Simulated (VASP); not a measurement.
# Zr in VASP: single point with PBE+D3(BJ)

Aim: the single point of Zr with PBE+D3(BJ).

All numbers are computed with VASP 6.6.1; they aren't measurements. Logs are shortened: lines on timing, memory, paths and dates and some standing lists are left out, and cuts for length are marked.

**1. The cell of the first run**

The cell holds a slab with vacuum, 4 atoms: a = 3.091 Å, b = 3.091 Å, c = 24.557 Å, α = 90.00°, β = 90.00°, γ = 120.00°.

**2. Single point, PBE+D3(BJ)**

Contents of INCAR:

```
  PREC = Accurate
  ENCUT = 400
  EDIFF = 1E-6
  ISMEAR = 1
  SIGMA = 0.1
  LREAL = False
  LASPH = True
  NELM = 120
  ALGO = Normal
  ISIF = 2
  LWAVE = False
  LCHARG = True
  LDIPOL = True
  IDIPOL = 3
  DIPOL = 0.5 0.5 0.444
  GGA = PE
  IVDW = 12
  LELF = True
  LVHAR = True
  LVACPOTAV = True
  NBANDS = 32
  GGA_COMPAT = False
  NELMDL = -8
```

Contents of KPOINTS:

```
regular mesh
0
Gamma
  12 12 1
```

Contents of POSCAR:

```
Zr
1.0
    3.0912339410      0.0000000000      0.0000000000
   -1.5456169705      2.6770871220      0.0000000000
    0.0000000000      0.0000000000     24.5566695434
Zr
4
Direct
    0.6666666667      0.3333333333      0.2866034610
    0.3333333333      0.6666666667      0.3897525202
    0.6666666667      0.3333333333      0.4986920614
    0.3333333333      0.6666666667      0.6018495961
```

Potentials or basis: VASP PAW PBE potentials, release 64 (Zr_sv).

Started as:

```bash
cat potpaw_PBE.64/Zr_sv/POTCAR > POTCAR
mpirun -np 1 vasp_std > vasp.out
```

OUTCAR:

```text
PREC = Accurate
   ENCUT = 400
   EDIFF = 1E-6
   ISMEAR = 1
   LREAL = False
   LASPH = True
   NELM = 120
   ISIF = 2
   GGA = PE
   IVDW = 12
   NELMDL = -8
 IVDW          = 12

 ion  position               nearest neighbor table
   1  0.667  0.333  0.287-   2 3.10   2 3.10   2 3.10
   2  0.333  0.667  0.390-   1 3.10   1 3.10   1 3.10   3 3.22   3 3.22   3 3.22
   3  0.667  0.333  0.499-   4 3.10   4 3.10   4 3.10   2 3.22   2 3.22   2 3.22
   4  0.333  0.667  0.602-   3 3.10   3 3.10   3 3.10

  LATTYP: Found a hexagonal cell.
 ALAT       =     3.0912339410
 C/A-ratio  =     7.9439699525

  Lattice vectors:

 A1 = (   3.0912339410,   0.0000000000,   0.0000000000)
 A2 = (  -1.5456169705,   2.6770871220,   0.0000000000)
 A3 = (   0.0000000000,   0.0000000000,  24.5566695434)

Analysis of symmetry for initial positions (statically):
=====================================================================
 Subroutine PRICEL returns:
 Original cell was already a primitive cell.

 Routine SETGRP: Setting up the symmetry group for a
 hexagonal supercell.

 Subroutine GETGRP returns: Found 12 space group operations
 (whereof  6 operations were pure point group operations)
 out of a pool of 24 trial point group operations.

The static configuration has the point symmetry C_3v.
 The point group associated with its full space group is D_3d.

Analysis of symmetry for dynamics (positions and initial velocities):
=====================================================================
 Subroutine PRICEL returns:
 Original cell was already a primitive cell.

 Routine SETGRP: Setting up the symmetry group for a
 hexagonal supercell.

 Subroutine GETGRP returns: Found 12 space group operations
 (whereof  6 operations were pure point group operations)
 out of a pool of 24 trial point group operations.

The dynamic configuration has the point symmetry C_3v.
 The point group associated with its full space group is D_3d.

 Subroutine INISYM returns: Found 12 space group operations
 (whereof  6 operations are pure point group operations),
 and found     1 'primitive' translations

----------------------------------------------------------------------------------------

                                     Primitive cell

  volume of cell :     203.2188

  direct lattice vectors                    reciprocal lattice vectors
     3.091233941  0.000000000  0.000000000     0.323495413  0.186770164  0.000000000
    -1.545616971  2.677087122  0.000000000     0.000000000  0.373540327  0.000000000
     0.000000000  0.000000000 24.556669543     0.000000000  0.000000000  0.040722134

  length of vectors
     3.091233941  3.091233941 24.556669543     0.373540327  0.373540327  0.040722134

  position of ions in fractional coordinates (direct lattice)
     0.666666667  0.333333333  0.286603461
     0.333333333  0.666666667  0.389752520
     0.666666667  0.333333333  0.498692061
     0.333333333  0.666666667  0.601849596

  ion indices of the primitive-cell ions
   primitive index   ion index
                 1           1
                 2           2
                 3           3
                 4           4

----------------------------------------------------------------------------------------

 KPOINTS: regular mesh

Automatic generation of k-mesh.
 Grid dimensions read from file:
 generate k-points for:   12   12    1

 Generating k-lattice:

  Cartesian coordinates                     Fractional coordinates (reciprocal lattice)
     0.026957951  0.015564180  0.000000000     0.083333333 -0.000000000  0.000000000
     0.000000000  0.031128361  0.000000000     0.000000000  0.083333333  0.000000000
     0.000000000  0.000000000  0.040722134     0.000000000  0.000000000  1.000000000

  Length of vectors
     0.031128361  0.031128361  0.040722134

  Shift w.r.t. Gamma in fractional coordinates (k-lattice)
     0.000000000  0.000000000  0.000000000

 Subroutine IBZKPT returns following result:
 ===========================================

 Found     19 irreducible k-points:

 Following reciprocal coordinates:
            Coordinates               Weight
  0.000000  0.000000  0.000000      1.000000
  0.083333 -0.000000  0.000000      6.000000
  0.166667 -0.000000  0.000000      6.000000
  0.250000  0.000000  0.000000      6.000000
  0.333333  0.000000  0.000000      6.000000
  0.416667  0.000000  0.000000      6.000000
[... 11 lines left out ...]
  0.333333  0.250000  0.000000     12.000000
  0.333333  0.333333  0.000000      2.000000
   k-points           NKPTS =     19   k-points in BZ     NKDIM =     19   number of bands    NBANDS=     32
   number of dos      NEDOS =    301   number of ions     NIONS =      4
   total plane-waves  NPLWV =  64000
   dimension x,y,z NGX =    20 NGY =   20 NGZ =  160
   dimension x,y,z NGXF=    40 NGYF=   40 NGZF=  320
   ions per type =               4
   NGX,Y,Z   is equivalent  to a cutoff of  10.76, 10.76, 10.83 a.u.
   NGXF,Y,Z  is equivalent  to a cutoff of  21.51, 21.51, 21.66 a.u.
 SYSTEM =  unknown system
   PREC   = accura    normal or accurate (medium, high low for compatibility)
   ISTART =      0    job   : 0-new  1-cont  2-samecut
   ICHARG =      2    charge: 1-file 2-atom 10-const
   ISPIN  =      1    spin polarized calculation?
   LNONCOLLINEAR =      F non collinear calculations
   LSORBIT =      F    spin-orbit coupling
   LASPH  =      T    aspherical Exc in radial PAW
   ENCUT  =  400.0 eV  29.40 Ry    5.42 a.u.   5.04  5.04 40.05*2*pi/ulx,y,z
   NELM   =    120;   NELMIN=  2; NELMDL= -8     # of ELM steps
   EDIFF  = 0.1E-05   stopping-criterion for ELM
   LREAL  =      F    real-space projection
   EDIFFG = 0.1E-04   stopping-criterion for IOM
   NSW    =      0    number of steps for IOM
   IBRION =     -1    ionic relax: 0-MD 1-quasi-New 2-CG
   NFREE  =      0    steps in history (QN), initial steepest desc. (CG)
   ISIF   =      2    stress and relaxation
   ISYM   =      2    0-nonsym 1-usesym 2-fastsym
   POTIM  = 0.5000    time-step for ionic-motion
   TEBEG  =    0.0;   TEEND  =   0.0 temperature during run
   PSTRESS=    0.0 pullay stress
   NELECT =      48.0000    total number of electrons
   NUPDOWN=      -1.0000    fix difference up-down
   EMIN   =  10.00;   EMAX   =-10.00  energy-range for DOS
   EFERMI =   0.00;   METHOD = LEGACY
   ISMEAR =     1;   SIGMA  =   0.10  broadening in eV -4-tet -1-fermi 0-gaus
   EFERMI_NEDOS =   21; number of points for ismear=-14 and -15
   IALGO  =     38    algorithm
   IMIX   =      4    mixing-type and parameters
     AMIX     =   0.40;   BMIX     =  1.00
     AMIX_MAG =   1.60;   BMIX_MAG =  1.00
  volume/ion in A,a.u.               =      50.80       342.85
  Fermi-wavevector in a.u.,A,eV,Ry     =   1.011969  1.912344 13.933477  1.024082
  Thomas-Fermi vector in A             =   2.145051
   LORBIT       =      0    0 simple, 1 ext, 2 COOP (PROOUT), +10 PAW based schemes
   GGA     = PE    functional components
   LHFCALC =     F    Hartree Fock is set to
   AEXX    =    0.0000 exact exchange contribution
   IVDW    =    12    specifies the selected vdW correction
   LEPSILON=     F    determine dielectric tensor
   LRPA    =     F    only Hartree local field effects (RPA)
 non-spin polarized calculation
 Methfessel and Paxton  Order N= 1 SIGMA  =   0.10
  energy-cutoff  :      400.00
  volume of cell :      203.22
 maximum number of plane-waves:      3735
   NGX = 11   NGY = 11   NGZ = 81

 dipolmoment           0.000000      0.000000     -0.000001 electrons x Angstroem

 number of electron      48.0000001 magnetization

 dipolmoment           0.000000      0.000000      0.002474 electrons x Angstroem

 Free energy of the ion-electron system (eV)
  ---------------------------------------------------
  ext. energy  EPLUGINS =         0.00000000
  ---------------------------------------------------
  free energy    TOTEN  =       -32.16602454 eV

  energy without entropy =      -32.16133031  energy(sigma->0) =      -32.16445980

 E-fermi :   1.8050     XC(G=0):  -5.6671

 val. band max:        1.8031739664   @ k =   0.4167   0.0000   0.0000
 cond. band min:       1.8361122028   @ k =   0.0833  -0.0000   0.0000
 fundamental gap:      0.0329382364
 Fermi energy:         1.8050294228

 k-point     1 :       0.0000    0.0000    0.0000
  band No.  band energies     occupation
      1     -46.9788      2.00000
      2     -46.9256      2.00000
      3     -46.6462      2.00000
      4     -46.5737      2.00000
      5     -25.3506      2.00000
      6     -25.2164      2.00000
[... 24 lines left out ...]
     31       3.0269     -0.00000
     32       3.3528     -0.00000

 k-point     2 :       0.0833   -0.0000    0.0000
  band No.  band energies     occupation
      1     -46.9690      2.00000
      2     -46.9157      2.00000
      3     -46.6362      2.00000
      4     -46.5655      2.00000
      5     -25.3297      2.00000
      6     -25.2036      2.00000
[... 24 lines left out ...]
     31       3.2015     -0.00000
     32       3.2324     -0.00000

 k-point     3 :       0.1667   -0.0000    0.0000
  band No.  band energies     occupation
      1     -46.9419      2.00000
      2     -46.8886      2.00000
      3     -46.6088      2.00000
      4     -46.5432      2.00000
      5     -25.2724      2.00000
      6     -25.1710      2.00000
[... 24 lines left out ...]
     31       3.6095     -0.00000
     32       3.6932     -0.00000

 k-point     4 :       0.2500    0.0000    0.0000
  band No.  band energies     occupation
      1     -46.9047      2.00000
      2     -46.8512      2.00000
      3     -46.5705      2.00000
      4     -46.5131      2.00000
      5     -25.2041      2.00000
      6     -25.1418      2.00000
[... 24 lines left out ...]
     31       3.9794      0.00000
     32       4.2425      0.00000

 k-point     5 :       0.3333    0.0000    0.0000
  band No.  band energies     occupation
      1     -46.8671      2.00000
      2     -46.8134      2.00000
      3     -46.5312      2.00000
      4     -46.4834      2.00000
      5     -25.2747      2.00000
      6     -25.2176      2.00000
[... 409 lines left out ...]
     31       4.7003      0.00000
     32       5.6510      0.00000

 k-point    17 :       0.2500    0.2500    0.0000
  band No.  band energies     occupation
      1     -46.8293      2.00000
      2     -46.7755      2.00000
      3     -46.4902      2.00000
      4     -46.4549      2.00000
      5     -25.3128      2.00000
      6     -25.2618      2.00000
[... 24 lines left out ...]
     31       4.3342      0.00000
     32       4.8792      0.00000

 k-point    18 :       0.3333    0.2500    0.0000
  band No.  band energies     occupation
      1     -46.8153      2.00000
      2     -46.7615      2.00000
      3     -46.4745      2.00000
      4     -46.4451      2.00000
      5     -25.3210      2.00000
      6     -25.2689      2.00000
[... 24 lines left out ...]
     31       4.4002      0.00000
     32       5.3957      0.00000

 k-point    19 :       0.3333    0.3333    0.0000
  band No.  band energies     occupation
      1     -46.8103      2.00000
      2     -46.7564      2.00000
      3     -46.4685      2.00000
      4     -46.4417      2.00000
      5     -25.2154      2.00000
      6     -25.1876      2.00000
[... 24 lines left out ...]
     31       4.3673      0.00000
     32       5.5867      0.00000

------------------------ aborting loop because EDIFF is reached ----------------------------------------

 Edisp (eV)   -1.72508

 E8    (eV) :    -0.9138

  FORCE on cell =-STRESS in cart. coord.  units (eV):
  Direction    XX          YY          ZZ          XY          YZ          ZX
  --------------------------------------------------------------------------------------
  -------------------------------------------------------------------------------------
  Total       1.30481     1.30481    -0.14919    -0.00000     0.00000     0.00000
  in kB      10.28710    10.28710    -1.17620    -0.00000     0.00000     0.00000
  external pressure =        6.47 kB  Pullay stress =        0.00 kB

 VOLUME and BASIS-vectors are now :
 -----------------------------------------------------------------------------
  energy-cutoff  :      400.00
  volume of cell :      203.22
      direct lattice vectors                 reciprocal lattice vectors
     3.091233941  0.000000000  0.000000000     0.323495413  0.186770164  0.000000000
    -1.545616971  2.677087122  0.000000000     0.000000000  0.373540327  0.000000000
     0.000000000  0.000000000 24.556669543     0.000000000  0.000000000  0.040722134

 POSITION                                       TOTAL-FORCE (eV/Angst)
 -----------------------------------------------------------------------------------
      1.54562      0.89236      7.03803        -0.000000      0.000000      0.000019
     -0.00000      1.78472      9.57102         0.000000      0.000000     -0.012534
      1.54562      0.89236     12.24622        -0.000000      0.000000      0.012534
     -0.00000      1.78472     14.77942         0.000000     -0.000000     -0.000019
 -----------------------------------------------------------------------------------
    total drift:                                0.000000      0.000000      0.620893

  FREE ENERGIE OF THE ION-ELECTRON SYSTEM (eV)
  ---------------------------------------------------
  free  energy   TOTEN  =       -33.8911072834 eV

  energy  without entropy=      -33.8864130463  energy(sigma->0) =      -33.88954254

 vacuum level on the upper side and lower side of the slab         6.102         6.048
```

Run time: 3.1 min. Hardware: 1 thread of Intel Xeon 8259CL, shared host; peak memory 0.27 GiB.

Results:

```
Free energy                : -33.8911 eV
Largest force              : 0.013 eV/Å
Band gap on the k mesh     : zero (bands 24 and 25 overlap by 0.95 eV)
Dispersion energy per atom : -0.431 eV
```

Forces in eV/Å, atoms in the order of the input:
```
Zr   0.000  0.000  0.000
Zr   0.000  0.000 -0.013
Zr   0.000  0.000  0.013
Zr   0.000  0.000  0.000
```

Levels at points of the mesh, in eV from the Fermi level:
```tsv
k point	band 21	band 22	band 23	band 24	band 25	band 26	band 27	band 28
(0.00, 0.00, 0.00)	-0.28	-0.02	0.42	0.50	1.02	1.02	1.02	1.07
(0.50, 0.00, 0.00)	-1.85	-1.45	-0.90	-0.02	1.08	1.31	1.40	1.87
```

The gap in the log of VASP goes by the Fermi energy; the results here count the filled bands.